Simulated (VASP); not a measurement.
# B32N33 (a cell with a defect) in VASP: relaxation of the atoms with PBEsol

Aim: the relaxation of the atoms of B32N33 (a cell with a defect) with PBEsol.

Everything below comes from runs of VASP 6.6.1. Logs are shortened: lines on timing, memory, paths and dates and some standing lists are left out, and cuts for length are marked.

### 1 The cell of the first run

The cell holds a defect, 65 atoms: a = 7.212 Å, b = 7.212 Å, c = 7.212 Å, α = 90.00°, β = 90.00°, γ = 90.00°.

### 2 Relaxation of the atoms, PBEsol

Input file INCAR:

```
PREC = Accurate ; ENCUT = 520
EDIFF = 1E-6 ; ISMEAR = -1
SIGMA = 0.05 ; LREAL = Auto
LASPH = True ; NELM = 60
ALGO = Normal ; ISIF = 2
LWAVE = False ; LCHARG = False
GGA = PS ; IBRION = 2
NSW = 100 ; EDIFFG = -0.03
NELECT = 264.0 ; ISYM = 0
NCORE = 4
```

Input file KPOINTS:

```
Automatic mesh
0
Gamma
  1 1 1
  0.25 0.25 0.25
```

Input file POSCAR:

```
B32N33
1.0
    7.2115910000      0.0000000000      0.0000000000
    0.0000000000      7.2115910000      0.0000000000
    0.0000000000      0.0000000000      7.2115910000
B N
32 33
Direct
    0.9990300000      0.0011600000      0.0020130000
    0.0016720000      0.0022980000      0.4990920000
    0.0017670000      0.5024200000      0.0035200000
    0.0011150000      0.5057330000      0.4996300000
    0.4938610000      0.9973440000      0.0012260000
    0.5061840000      0.9975270000      0.4990760000
    0.5028400000      0.4983490000      0.9971140000
    0.4994060000      0.4931280000      0.4975050000
    0.2482950000      0.2519980000      0.9973040000
    0.2498660000      0.2496340000      0.4956330000
    0.2492840000      0.7506020000      0.9965970000
    0.2473060000      0.7497490000      0.5008470000
    0.7460440000      0.2517060000      0.0002350000
    0.7552500000      0.2525600000      0.5002300000
    0.7490970000      0.7497470000      0.0034930000
    0.7479560000      0.7509090000      0.4996180000
    0.2449200000      0.0005810000      0.2482060000
    0.2542160000      0.0026400000      0.7525850000
    0.2450580000      0.4978850000      0.2547300000
    0.2479520000      0.5022060000      0.7487080000
    0.7489670000      0.9988920000      0.2506020000
    0.7513900000      0.0040880000      0.7511400000
    0.7518960000      0.5010220000      0.2530020000
    0.7513260000      0.4969900000      0.7495590000
    0.0034500000      0.2471210000      0.2476610000
    0.9996440000      0.2489160000      0.7485210000
    0.0002140000      0.7554250000      0.2499580000
    0.0026280000      0.7508820000      0.7436650000
    0.4976790000      0.2487630000      0.2523170000
    0.5034490000      0.2485470000      0.7536530000
    0.4984070000      0.7507520000      0.2484400000
    0.5033850000      0.7525850000      0.7490320000
    0.1248510000      0.1219080000      0.1222180000
    0.1282360000      0.1266470000      0.6287510000
    0.1281810000      0.6246840000      0.1240230000
    0.1235880000      0.6266820000      0.6319150000
    0.6257330000      0.1311410000      0.1221830000
    0.6231760000      0.1194580000      0.6228390000
    0.6254850000      0.6241290000      0.1257930000
    0.6231370000      0.6254530000      0.6230310000
    0.3772240000      0.3771610000      0.1222620000
    0.3731870000      0.3726290000      0.6268270000
    0.3766890000      0.8773030000      0.1250910000
    0.3807550000      0.8708060000      0.6272780000
    0.8779340000      0.3751300000      0.1224170000
    0.8710200000      0.3723820000      0.6208500000
    0.8784700000      0.8782980000      0.1194030000
    0.8764860000      0.8770200000      0.6270740000
    0.3780550000      0.1251230000      0.3749010000
    0.3722490000      0.1208090000      0.8769970000
    0.3726750000      0.6264910000      0.3767990000
    0.3763740000      0.6235320000      0.8726470000
    0.8759360000      0.1250600000      0.3737780000
    0.8788580000      0.1235770000      0.8742670000
    0.8785920000      0.6249060000      0.3734460000
    0.8705230000      0.6277260000      0.8757260000
    0.1260080000      0.3741960000      0.3727200000
    0.1209700000      0.3717590000      0.8748770000
    0.1265230000      0.8709280000      0.3762480000
    0.1258890000      0.8719640000      0.8711880000
    0.6275460000      0.3765540000      0.3788510000
    0.6265160000      0.3794520000      0.8739540000
    0.6288250000      0.8770920000      0.3709610000
    0.6288910000      0.8784460000      0.8749300000
    0.3751210000      0.3744470000      0.3764870000
```

Potentials or basis: VASP PAW PBE potentials, release 64 (B, N).

Started as:

```
$ cat potpaw_PBE.64/B/POTCAR potpaw_PBE.64/N/POTCAR > POTCAR
$ mpirun -np 4 vasp_std > vasp.out
```

OUTCAR:

```text
PREC = Accurate
   ENCUT = 520
   EDIFF = 1E-6
   ISMEAR = -1
   LREAL = Auto
   LASPH = True
   NELM = 60
   ISIF = 2
   GGA = PS
   IBRION = 2
   NSW = 100
   EDIFFG = -0.03
   NELECT = 264.0
   ISYM = 0

 ion  position               nearest neighbor table
   1  0.999  0.001  0.002-  47 1.50  33 1.53  54 1.54  60 1.61
   2  0.002  0.002  0.499-  53 1.56  48 1.58  59 1.58  34 1.58
   3  0.002  0.502  0.004-  35 1.54  45 1.54  58 1.58  56 1.60
   4  0.001  0.506  0.500-  55 1.53  36 1.57  57 1.60  46 1.60
   5  0.494  0.997  0.001-  43 1.50  50 1.54  64 1.59  37 1.61
   6  0.506  0.998  0.499-  38 1.51  63 1.55  49 1.58  44 1.58
   7  0.503  0.498  0.997-  62 1.52  41 1.55  52 1.57  39 1.57
   8  0.499  0.493  0.498-  61 1.51  65 1.52  42 1.57  51 1.59  40 1.59
   9  0.248  0.252  0.997-  58 1.54  50 1.56  33 1.58  41 1.58
  10  0.250  0.250  0.496-  65 1.54  57 1.55  49 1.56  42 1.57  34 1.57
  11  0.249  0.751  0.997-  60 1.54  35 1.56  52 1.57  43 1.59
  12  0.247  0.750  0.501-  59 1.53  51 1.55  36 1.57  44 1.59
  13  0.746  0.252  0.000-  37 1.51  62 1.56  45 1.57  54 1.61
  14  0.755  0.253  0.500-  46 1.48  61 1.55  53 1.56  38 1.62
  15  0.749  0.750  0.003-  56 1.55  39 1.55  47 1.56  64 1.57
  16  0.748  0.751  0.500-  40 1.56  63 1.56  48 1.59  55 1.59
  17  0.245  0.001  0.248-  33 1.53  59 1.57  43 1.58  49 1.60
[... 46 lines left out ...]
  64  0.629  0.878  0.875-  22 1.55  32 1.57  15 1.57   5 1.59
  65  0.375  0.374  0.376-   8 1.52  10 1.54  29 1.55  19 1.56

IMPORTANT INFORMATION: All symmetrisations will be switched off!
NOSYMM: (Re-)initialisation of all symmetry stuff for point group C_1.

----------------------------------------------------------------------------------------

                                     Primitive cell

  volume of cell :     375.0535

  direct lattice vectors                    reciprocal lattice vectors
     7.211591000  0.000000000  0.000000000     0.138665656  0.000000000  0.000000000
     0.000000000  7.211591000  0.000000000     0.000000000  0.138665656  0.000000000
     0.000000000  0.000000000  7.211591000     0.000000000  0.000000000  0.138665656

  length of vectors
     7.211591000  7.211591000  7.211591000     0.138665656  0.138665656  0.138665656

  position of ions in fractional coordinates (direct lattice)
     0.999030000  0.001160000  0.002013000
     0.001672000  0.002298000  0.499092000
     0.001767000  0.502420000  0.003520000
     0.001115000  0.505733000  0.499630000
     0.493861000  0.997344000  0.001226000
     0.506184000  0.997527000  0.499076000
[... 57 lines left out ...]
     0.628891000  0.878446000  0.874930000
     0.375121000  0.374447000  0.376487000

  ion indices of the primitive-cell ions
   primitive index   ion index
                 1           1
[... 172 lines left out ...]
  Total       78.3663861     78.6463466     79.5769475      0.8884458     -1.1876101      0.2138945
  in kB      334.7704666    335.9664197    339.9418191      3.7953188     -5.0733077      0.9137282
  external PRESSURE =     336.8929018 kB  Pullay stress =       0.0000000 kB
[... 86 lines left out ...]
--------------------------------------- Ionic step        2  -------------------------------------------

 number of electron     264.0000006 magnetization

 E-fermi :   9.3917     XC(G=0): -13.1731

 val. band max:        8.1973527021   @ k =  -0.2500   0.2500   0.2500
 cond. band min:      12.2189700103   @ k =  -0.2500  -0.2500   0.2500
 fundamental gap:      4.0216173082
 Fermi energy:         9.3916961159

 k-point     1 :       0.2500    0.2500    0.2500
  band No.  band energies     occupation
      1     -14.4732      2.00000
      2     -12.5116      2.00000
      3     -12.1254      2.00000
      4     -12.0033      2.00000
      5     -11.3701      2.00000
      6     -10.8195      2.00000
[... 577 lines left out ...]
    143      14.1208      0.00000
    144      14.2379      0.00000
 [bands above 144 left out]

------------------------ aborting loop because EDIFF is reached ----------------------------------------

  FORCE on cell =-STRESS in cart. coord.  units (eV):
  Direction    XX          YY          ZZ          XY          YZ          ZX
  --------------------------------------------------------------------------------------
  -------------------------------------------------------------------------------------
  Total      118.2075925    121.6527244    124.2242074     -4.6802683      2.9618275      2.7863119
  in kB      504.9666431    519.6837746    530.6687976    -19.9934652     12.6525212     11.9027426
  external PRESSURE =     518.4397384 kB  Pullay stress =       0.0000000 kB
[... 179 lines left out ...]
  FREE ENERGIE OF THE ION-ELECTRON SYSTEM (eV)
  ---------------------------------------------------
  free  energy   TOTEN  =      -550.1924199804 eV

  energy  without entropy=     -550.1924199804  energy(sigma->0) =     -550.19241998

[... ionic steps 4 to 14 ...]

--------------------------------------- Ionic step       15  -------------------------------------------

 number of electron     264.0000050 magnetization

------------------------ aborting loop because EDIFF is reached ----------------------------------------
[... 193 lines left out ...]
--------------------------------------- Ionic step       17  -------------------------------------------

 number of electron     264.0000050 magnetization

 Free energy of the ion-electron system (eV)
  ---------------------------------------------------
  ext. energy  EPLUGINS =         0.00000000
  ---------------------------------------------------
  free energy    TOTEN  =      -550.97072807 eV

  energy without entropy =     -550.97072807  energy(sigma->0) =     -550.97072807

 E-fermi :  11.0680     XC(G=0): -13.1942

 val. band max:        9.7750785311   @ k =  -0.2500  -0.2500   0.2500
 cond. band min:      13.0023658776   @ k =  -0.2500   0.2500   0.2500
 fundamental gap:      3.2272873465
 Fermi energy:        11.0680380010

 k-point     1 :       0.2500    0.2500    0.2500
  band No.  band energies     occupation
      1     -12.6056      2.00000
      2     -11.6493      2.00000
      3     -11.6001      2.00000
      4     -11.5990      2.00000
      5     -10.7663      2.00000
      6     -10.6453      2.00000
[... 577 lines left out ...]
    143      15.6182      0.00000
    144      15.6382      0.00000
 [bands above 144 left out]

------------------------ aborting loop because EDIFF is reached ----------------------------------------

  FORCE on cell =-STRESS in cart. coord.  units (eV):
  Direction    XX          YY          ZZ          XY          YZ          ZX
  --------------------------------------------------------------------------------------
  -------------------------------------------------------------------------------------
  Total       76.9506757     76.9502246     76.9553175     -0.0473211      0.0111805      0.1013170
  in kB      328.7227457    328.7208188    328.7425749     -0.2021494      0.0477614      0.4328124
  external PRESSURE =     328.7287131 kB  Pullay stress =       0.0000000 kB
[... 80 lines left out ...]
  FREE ENERGIE OF THE ION-ELECTRON SYSTEM (eV)
  ---------------------------------------------------
  free  energy   TOTEN  =      -550.9707280702 eV

  energy  without entropy=     -550.9707280702  energy(sigma->0) =     -550.97072807

 reached required accuracy - stopping structural energy minimisation
```

Wall time 27 min (4 MPI ranks of Intel Xeon Platinum 8259CL at 2.50GHz (Skylake/Cascade Lake), shared host); peak memory 0.24 GiB.

Results:

| Quantity | Value |
| --- | --- |
| Free energy | -550.9707 eV |
| Energy gained by relaxing | 155.4 meV/atom |
| Ionic steps | 17 |
| Largest force after relaxing | 0.021 eV/Å |

Forces on the atoms (eV/Å):
```
B    0.008 -0.001 -0.005
B    0.010 -0.003  0.000
B    0.006 -0.009 -0.005
B    0.005 -0.007  0.004
B   -0.006  0.009  0.002
B   -0.007  0.007 -0.009
B   -0.009 -0.008  0.010
B    0.003  0.013  0.006
B   -0.002 -0.001 -0.004
B   -0.010  0.006  0.006
B    0.012 -0.004  0.002
B    0.002  0.000  0.004
B    0.001  0.010 -0.001
B    0.002 -0.008 -0.003
B    0.001  0.002  0.002
B    0.002  0.000 -0.015
B    0.006  0.002  0.006
B    0.008 -0.004 -0.002
B    0.000  0.009 -0.009
B   -0.006 -0.006  0.001
B    0.003  0.006 -0.001
B   -0.006  0.004 -0.003
B    0.004 -0.001  0.002
B   -0.002 -0.006 -0.010
B    0.012 -0.002  0.007
B    0.000  0.004 -0.003
B    0.012 -0.002  0.006
B    0.000 -0.005  0.000
B   -0.009  0.006  0.006
B   -0.011  0.001 -0.004
B   -0.005 -0.002  0.004
B   -0.005 -0.004 -0.003
N   -0.002 -0.002  0.000
N   -0.006 -0.010  0.003
N   -0.004  0.001 -0.001
N    0.001 -0.003 -0.003
N    0.001 -0.003  0.004
N   -0.001  0.005 -0.002
N    0.004 -0.001  0.000
N    0.006  0.000  0.002
N    0.005  0.011 -0.006
N   -0.002 -0.006  0.008
N   -0.005 -0.005 -0.012
N    0.003  0.000  0.005
N    0.000 -0.003  0.001
N   -0.003 -0.001  0.007
N    0.001 -0.002 -0.011
N   -0.008  0.002  0.010
N   -0.002  0.004  0.002
N    0.004 -0.003  0.004
N    0.010  0.015 -0.009
N    0.006  0.007  0.000
N   -0.003 -0.009 -0.005
N   -0.008 -0.009  0.007
N   -0.001  0.004  0.001
N   -0.001  0.012  0.001
N   -0.016 -0.011  0.002
N   -0.009  0.006  0.007
N   -0.011  0.006  0.002
N   -0.013 -0.004  0.001
N    0.000  0.000 -0.008
N    0.009 -0.004  0.002
N    0.004 -0.001  0.001
N    0.009 -0.001  0.004
N    0.012  0.000 -0.008
```

The path:
| step | energy change (eV) | largest force (eV/Å) | pressure (GPa) |
| --- | --- | --- | --- |
| 1 | 0.0000 | 10.5019 | 33.69 |
| 2 | 10.3247 | 15.5310 | 51.84 |
| 3 | -9.3212 | 2.5372 | 33.47 |
| 4 | -9.3227 | 2.6560 | 33.58 |
| 5 | -9.5552 | 2.3482 | 33.20 |
| 6 | -10.0143 | 0.5586 | 33.13 |
| 7 | -10.0444 | 0.7511 | 32.82 |
| 8 | -10.0779 | 0.3346 | 32.92 |
| 9 | -10.0930 | 0.2086 | 32.89 |
| 10 | -10.0935 | 0.1601 | 32.89 |
| 11 | -10.0967 | 0.1948 | 32.83 |
| 12 | -10.0971 | 0.1147 | 32.84 |
| 13 | -10.0988 | 0.0816 | 32.86 |
| 14 | -10.0988 | 0.0714 | 32.86 |
| 15 | -10.0992 | 0.0819 | 32.88 |
| 16 | -10.0993 | 0.0446 | 32.87 |
| 17 | -10.0995 | 0.0206 | 32.87 |

Final structure:
```
CELL_PARAMETERS angstrom
7.21159 0.00000 0.00000
0.00000 7.21159 0.00000
0.00000 0.00000 7.21159
ATOMIC_POSITIONS crystal
B 0.00075 0.00053 0.00003
B 0.00079 0.00051 0.50017
B 0.00080 0.50077 0.00000
B 0.99371 0.50025 0.49965
B 0.50101 0.00040 0.99999
B 0.50050 0.99327 0.49974
B 0.50046 0.50017 0.99291
B 0.49023 0.48970 0.48947
B 0.25057 0.25023 0.99298
B 0.26066 0.25998 0.48964
B 0.24990 0.74988 0.00001
B 0.25048 0.75683 0.49967
B 0.75020 0.24966 0.99998
B 0.75723 0.25028 0.49972
B 0.75018 0.74991 0.99999
B 0.75017 0.74984 0.50034
B 0.25051 0.99335 0.24973
B 0.24997 0.00052 0.74938
B 0.26059 0.48981 0.26002
B 0.25059 0.50019 0.75640
B 0.75015 0.00046 0.24924
B 0.75029 0.00046 0.74943
B 0.75718 0.50018 0.24974
B 0.75021 0.50079 0.74943
B 0.99373 0.25032 0.24971
B 0.00086 0.24972 0.74937
B 0.00072 0.74987 0.24913
B 0.00081 0.74997 0.74944
B 0.49052 0.26005 0.25965
B 0.50056 0.25022 0.75644
B 0.50042 0.75677 0.24978
B 0.50103 0.74986 0.74941
N 0.12542 0.12514 0.12466
N 0.12200 0.12170 0.62818
N 0.12186 0.62879 0.12109
N 0.12539 0.62530 0.62481
N 0.62904 0.12161 0.12113
N 0.62562 0.12506 0.62482
N 0.62553 0.62526 0.12462
N 0.62909 0.62878 0.62835
N 0.37554 0.37515 0.09169
N 0.37559 0.37522 0.65760
N 0.37550 0.87511 0.11968
N 0.37547 0.87510 0.62978
N 0.87546 0.37522 0.11960
N 0.87552 0.37523 0.62975
N 0.87544 0.87523 0.12422
N 0.87556 0.87521 0.62520
N 0.37555 0.09186 0.37473
N 0.37551 0.12012 0.87467
N 0.37540 0.65779 0.37477
N 0.37546 0.63025 0.87470
N 0.87549 0.12020 0.37472
N 0.87556 0.12472 0.87467
N 0.87544 0.63027 0.37470
N 0.87551 0.62572 0.87471
N 0.09254 0.37535 0.37466
N 0.12050 0.37519 0.87466
N 0.12042 0.87510 0.37467
N 0.12500 0.87527 0.87471
N 0.65846 0.37521 0.37474
N 0.63057 0.37521 0.87469
N 0.63054 0.87507 0.37475
N 0.62601 0.87519 0.87470
N 0.37547 0.37469 0.37462
```

Caveat: the cell carries a net charge on a neutralising background, which shifts energy and pressure; the cell is charged against a uniform background, so pressure and absolute levels hang on convention; the PAW data sets were made with another functional, which shifts forces and pressure a little.
